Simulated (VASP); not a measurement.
GaReSi, 6 atoms in the cell. The structure is tetragonal, space group P4/nmm (No. 129). Conventional cell: a = 3.194 Å, b = 3.194 Å, c = 8.054 Å, α = 90.00°, β = 90.00°, γ = 90.00°. Ga (site symmetry 4mm) has 8 Ga at 2.64 to 3.19 Å and 1 Si at 2.66 Å and 5 Re at 2.70 to 2.86 Å within 3.5 Å. Si (site symmetry 4mm) has 5 Re at 2.54 to 2.55 Å and 8 Si at 2.64 to 3.19 Å and 1 Ga at 2.66 Å within 3.4 Å. Re (site symmetry 4mm) has 5 Si at 2.54 to 2.55 Å and 5 Ga at 2.70 to 2.86 Å and 4 Re at 3.19 Å within 3.4 Å. 

- Program: VASP 6.6.1
- Task: electric field gradients
- Functional: PBE
- Potentials or basis: VASP PAW PBE potentials, release 64 (Ga_d, Si, Re)
- Cutoff: 520 eV
- k mesh: 10 × 10 × 4
- Occupations: fermi-dirac, width 0.05 eV
- Spin: no spin polarisation
- Dipole correction: no
- Further INCAR settings: ALGO = Normal; EDIFF = 1e-08; NBANDS = 33

Potentials or basis: VASP PAW PBE potentials, release 64 (Ga_d, Si, Re).

The run is started by

```console
$ cat potpaw_PBE.64/Ga_d/POTCAR potpaw_PBE.64/Si/POTCAR potpaw_PBE.64/Re/POTCAR > POTCAR
$ mpirun -np 1 vasp_std > vasp.out
```

Hardware: 1 thread of Intel(R) Xeon(R) 6975P-C (Granite Rapids) (shared host).

**Question.** Estimate the wall time of this run.

**Answer.** Wall time 82 s on 1 thread of Intel(R) Xeon(R) 6975P-C (Granite Rapids), with other jobs on the host, peak memory 0.29 GiB. Counts: scf iterations 17, k points 63.
